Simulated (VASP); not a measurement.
# H (I4/mmm) in VASP: a series of runs, part 2 of 2

VASP 6.6.1. The steps go on from the part before.

### 3 Relaxation of cell and atoms, PBE

This run uses another cell than the first one, of 12.41 Å³/atom, 0.787 times its volume.

INCAR reads:

```
SYSTEM = H
PREC     = Accurate       ! precision mode
ENCUT    = 600            ! plane-wave cutoff, eV
EDIFF    = 1E-6           ! SCF threshold, eV
ISMEAR   = 0              ! smearing method
SIGMA    = 0.02           ! smearing width, eV
LREAL    = .FALSE.        ! projectors in reciprocal space
LASPH    = .TRUE.         ! aspherical terms in the spheres
NELM     = 60             ! most SCF steps
ALGO     = Normal         ! electronic algorithm
ISIF     = 3              ! what is computed and relaxed
LWAVE    = .FALSE.        ! write WAVECAR
LCHARG   = .FALSE.        ! write CHGCAR
GGA      = PE             ! functional
IBRION   = 2              ! ionic algorithm
NSW      = 70             ! ionic steps
EDIFFG   = -0.02          ! ionic threshold
```

KPOINTS reads:

```
regular mesh
0
G
  8 8 8
  0 0 0
```

POSCAR reads:

```
H
1.0
   -1.7030551077      1.7030551077      2.1395708916
    1.7030551077     -1.7030551077      2.1395708916
    1.7030551077      1.7030551077     -2.1395708916
H
2
Direct
    0.9122555667      0.9122555667      0.0000000000
    0.0877444333      0.0877444333      0.0000000000
```

Potentials or basis: VASP PAW PBE potentials, release 64 (H).

Started as:

```console
$ cat potpaw_PBE.64/H/POTCAR > POTCAR
$ mpirun -np 1 vasp_std > vasp.out
```

OUTCAR:

```text
SYSTEM = H
   PREC = Accurate
   ENCUT = 600
   EDIFF = 1E-6
   ISMEAR = 0
   LREAL = .FALSE.
   LASPH = .TRUE.
   NELM = 60
   ISIF = 3
   GGA = PE
   IBRION = 2
   NSW = 70
   EDIFFG = -0.02

 ion  position               nearest neighbor table
   1  0.912  0.912  0.000-   2 0.75
   2  0.088  0.088  0.000-   1 0.75

  LATTYP: Found a body centered tetragonal cell.
 ALAT       =     3.4061102154
 C/A-ratio  =     1.2563133641

  Lattice vectors:

 A1 = (  -1.7030551077,   1.7030551077,   2.1395708916)
 A2 = (   1.7030551077,  -1.7030551077,   2.1395708916)
 A3 = (   1.7030551077,   1.7030551077,  -2.1395708916)

Analysis of symmetry for initial positions (statically):
=====================================================================
 Subroutine PRICEL returns:
 Original cell was already a primitive cell.

 Routine SETGRP: Setting up the symmetry group for a
 body centered tetragonal supercell.

 Subroutine GETGRP returns: Found 16 space group operations
 (whereof 16 operations were pure point group operations)
 out of a pool of 16 trial point group operations.

The static configuration has the point symmetry D_4h.

Analysis of symmetry for dynamics (positions and initial velocities):
=====================================================================
 Subroutine PRICEL returns:
 Original cell was already a primitive cell.

 Routine SETGRP: Setting up the symmetry group for a
 body centered tetragonal supercell.

 Subroutine GETGRP returns: Found 16 space group operations
 (whereof 16 operations were pure point group operations)
 out of a pool of 16 trial point group operations.

The dynamic configuration has the point symmetry D_4h.

 Subroutine INISYM returns: Found 16 space group operations
 (whereof 16 operations are pure point group operations),
 and found     1 'primitive' translations

----------------------------------------------------------------------------------------

                                     Primitive cell

  volume of cell :      24.8224

  direct lattice vectors                    reciprocal lattice vectors
    -1.703055108  1.703055108  2.139570892     0.000000000  0.293590030  0.233691719
     1.703055108 -1.703055108  2.139570892     0.293590030  0.000000000  0.233691719
     1.703055108  1.703055108 -2.139570892     0.293590030  0.293590030  0.000000000

  length of vectors
     3.221576788  3.221576788  3.221576788     0.375242489  0.375242489  0.415199002

  position of ions in fractional coordinates (direct lattice)
     0.912255567  0.912255567  0.000000000
     0.087744433  0.087744433  0.000000000

  ion indices of the primitive-cell ions
   primitive index   ion index
                 1           1
                 2           2

----------------------------------------------------------------------------------------

 KPOINTS: regular mesh

Automatic generation of k-mesh.
 Grid dimensions read from file:
 generate k-points for:    8    8    8

 Generating k-lattice:

  Cartesian coordinates                     Fractional coordinates (reciprocal lattice)
     0.000000000  0.036698754  0.029211465     0.125000000  0.000000000 -0.000000000
     0.036698754  0.000000000  0.029211465     0.000000000  0.125000000 -0.000000000
     0.036698754  0.036698754  0.000000000     0.000000000  0.000000000  0.125000000

  Length of vectors
     0.046905311  0.046905311  0.051899875

  Shift w.r.t. Gamma in fractional coordinates (k-lattice)
     0.000000000  0.000000000  0.000000000

 Subroutine IBZKPT returns following result:
 ===========================================

 Found     59 irreducible k-points:

 Following reciprocal coordinates:
            Coordinates               Weight
  0.000000  0.000000  0.000000      1.000000
  0.125000  0.000000  0.000000      8.000000
  0.250000  0.000000  0.000000      8.000000
  0.375000  0.000000  0.000000      8.000000
  0.500000  0.000000  0.000000      4.000000
  0.125000  0.125000  0.000000      8.000000
[... 16 lines left out ...]
  0.250000  0.125000  0.125000     16.000000
  0.375000  0.125000  0.125000      8.000000
 [... further k-points ...]
   k-points           NKPTS =     59   k-points in BZ     NKDIM =     59   number of bands    NBANDS=      5
   number of dos      NEDOS =    301   number of ions     NIONS =      2
   total plane-waves  NPLWV =  21952
   dimension x,y,z NGX =    28 NGY =   28 NGZ =   28
   dimension x,y,z NGXF=    56 NGYF=   56 NGZF=   56
   ions per type =               2
   NGX,Y,Z   is equivalent  to a cutoff of  14.45, 14.45, 14.45 a.u.
   NGXF,Y,Z  is equivalent  to a cutoff of  28.90, 28.90, 28.90 a.u.
 SYSTEM =  H
   PREC   = accura    normal or accurate (medium, high low for compatibility)
   ISTART =      0    job   : 0-new  1-cont  2-samecut
   ICHARG =      2    charge: 1-file 2-atom 10-const
   ISPIN  =      1    spin polarized calculation?
   LNONCOLLINEAR =      F non collinear calculations
   LSORBIT =      F    spin-orbit coupling
   LASPH  =      T    aspherical Exc in radial PAW
   ENCUT  =  600.0 eV  44.10 Ry    6.64 a.u.   6.43  6.43  6.43*2*pi/ulx,y,z
   NELM   =     60;   NELMIN=  2; NELMDL= -5     # of ELM steps
   EDIFF  = 0.1E-05   stopping-criterion for ELM
   LREAL  =      F    real-space projection
   EDIFFG = -.2E-01   stopping-criterion for IOM
   NSW    =     70    number of steps for IOM
   IBRION =      2    ionic relax: 0-MD 1-quasi-New 2-CG
   NFREE  =      1    steps in history (QN), initial steepest desc. (CG)
   ISIF   =      3    stress and relaxation
   ISYM   =      2    0-nonsym 1-usesym 2-fastsym
   POTIM  = 0.5000    time-step for ionic-motion
   TEBEG  =    0.0;   TEEND  =   0.0 temperature during run
   PSTRESS=    0.0 pullay stress
   NELECT =       2.0000    total number of electrons
   NUPDOWN=      -1.0000    fix difference up-down
   EMIN   =  10.00;   EMAX   =-10.00  energy-range for DOS
   EFERMI =   0.00;   METHOD = LEGACY
   ISMEAR =     0;   SIGMA  =   0.02  broadening in eV -4-tet -1-fermi 0-gaus
   EFERMI_NEDOS =   21; number of points for ismear=-14 and -15
   IALGO  =     38    algorithm
   IMIX   =      4    mixing-type and parameters
     AMIX     =   0.40;   BMIX     =  1.00
     AMIX_MAG =   1.60;   BMIX_MAG =  1.00
  volume/ion in A,a.u.               =      12.41        83.75
  Fermi-wavevector in a.u.,A,eV,Ry     =   0.707083  1.336192  6.802447  0.499966
  Thomas-Fermi vector in A             =   1.793036
   LORBIT       =      0    0 simple, 1 ext, 2 COOP (PROOUT), +10 PAW based schemes
   GGA     = PE    functional components
   LHFCALC =     F    Hartree Fock is set to
   AEXX    =    0.0000 exact exchange contribution
   IVDW    =     0    specifies the selected vdW correction
   LEPSILON=     F    determine dielectric tensor
   LRPA    =     F    only Hartree local field effects (RPA)
 conjugate gradient relaxation of ions
 non-spin polarized calculation
 Gauss-broadening in eV      SIGMA  =   0.02
  energy-cutoff  :      600.00
  volume of cell :       24.82
 maximum number of plane-waves:       845
 NGX is ok and might be reduce to    28
   NGX = 13   NGY = 13   NGZ = 13

--------------------------------------- Ionic step        1  -------------------------------------------

 number of electron       2.0000000 magnetization

 Free energy of the ion-electron system (eV)
  ---------------------------------------------------
  ext. energy  EPLUGINS =         0.00000000
  ---------------------------------------------------
  free energy    TOTEN  =        -6.78661869 eV

  energy without entropy =       -6.78661869  energy(sigma->0) =       -6.78661869

------------------------ aborting loop because EDIFF is reached ----------------------------------------

  FORCE on cell =-STRESS in cart. coord.  units (eV):
  Direction    XX          YY          ZZ          XY          YZ          ZX
  --------------------------------------------------------------------------------------
  -------------------------------------------------------------------------------------
  Total        0.0354674      0.0354674      0.0035468      0.0000000     -0.0000000      0.0000000
  in kB        2.2892634      2.2892634      0.2289285      0.0000000     -0.0000000      0.0000000
  external PRESSURE =       1.6024851 kB  Pullay stress =       0.0000000 kB
[... 131 lines left out ...]
--------------------------------------- Ionic step        5  -------------------------------------------

 number of electron       2.0000000 magnetization

 Free energy of the ion-electron system (eV)
  ---------------------------------------------------
  ext. energy  EPLUGINS =         0.00000000
  ---------------------------------------------------
  free energy    TOTEN  =        -6.78711222 eV

  energy without entropy =       -6.78711222  energy(sigma->0) =       -6.78711222

 E-fermi :  -8.1870     XC(G=0):  -5.1840

 val. band max:       -8.3288006860   @ k =   0.5000   0.5000   0.5000
 cond. band min:       0.6922455678   @ k =   0.5000   0.0000   0.0000
 fundamental gap:      9.0210462538
 Fermi energy:        -8.1870245409

 k-point     1 :       0.0000    0.0000    0.0000
  band No.  band energies     occupation
      1     -10.4275      2.00000
      2       4.9233      0.00000
      3       8.3598      0.00000
      4      14.5602      0.00000
      5      14.5602      0.00000
[... 177 lines left out ...]
 k-point    24 :       0.3750    0.1250    0.1250
  band No.  band energies     occupation
      1      -8.8808      2.00000
      2       1.4286      0.00000
      3       5.8843      0.00000
      4       7.3710      0.00000
      5      14.1271      0.00000

 [... further k-points ...]
[... 5 lines left out ...]
  --------------------------------------------------------------------------------------
  -------------------------------------------------------------------------------------
  Total        0.0314075      0.0314075      0.0398694      0.0000000     -0.0000000      0.0000000
  in kB        1.9993702      1.9993702      2.5380445      0.0000000     -0.0000000      0.0000000
  external PRESSURE =       2.1789283 kB  Pullay stress =       0.0000000 kB
[... 17 lines left out ...]
  FREE ENERGIE OF THE ION-ELECTRON SYSTEM (eV)
  ---------------------------------------------------
  free  energy   TOTEN  =        -6.7871122244 eV

  energy  without entropy=       -6.7871122244  energy(sigma->0) =       -6.78711222

 reached required accuracy - stopping structural energy minimisation
```

Run time: 21 s. Hardware: 1 thread of AMD EPYC 7R43 (Zen 3), shared host; peak memory 0.1 GiB.

What came out:

| Item | Value |
| --- | --- |
| Free energy | -6.7871 eV |
| Relaxed volume | 12.58 Å³/atom |
| Relaxed cell | a = 3.236 Å, b = 3.236 Å, c = 3.236 Å, α = 116.15°, β = 116.15°, γ = 96.80° |
| Space group after relaxing (to 0.05 Å) | I4/mmm (No. 139) |
| Energy gained by relaxing | 0.2 meV/atom |
| Ionic steps | 5 |
| Pressure after relaxing | 0.2 GPa |
| Largest force after relaxing | 0.009 eV/Å |
| Band gap on the k mesh | 9.02 eV, indirect (least direct gap 9.72 eV) |

Forces in eV/Å, atoms in the order of the input:
```
H    0.000  0.000 -0.009
H    0.000  0.000  0.009
```

Step by step:
```tsv
step	energy change (eV)	largest force (eV/Å)	pressure (GPa)	volume (Å³)
1	0.0000	0.0449	0.16	24.82
2	0.0001	0.1037	0.39	24.87
3	-0.0001	0.0142	0.25	24.84
4	-0.0002	0.0130	0.24	24.92
5	-0.0005	0.0092	0.22	25.17
```

Final structure:
```xyz
2
Lattice="-1.7113 1.7113 2.1486 1.7113 -1.7113 2.1486 1.7113 1.7113 -2.1486" Properties=species:S:1:pos:R:3 pbc="T T T"
H     0.0000    0.0000    3.9224
H     0.0000    0.0000    0.3747
```
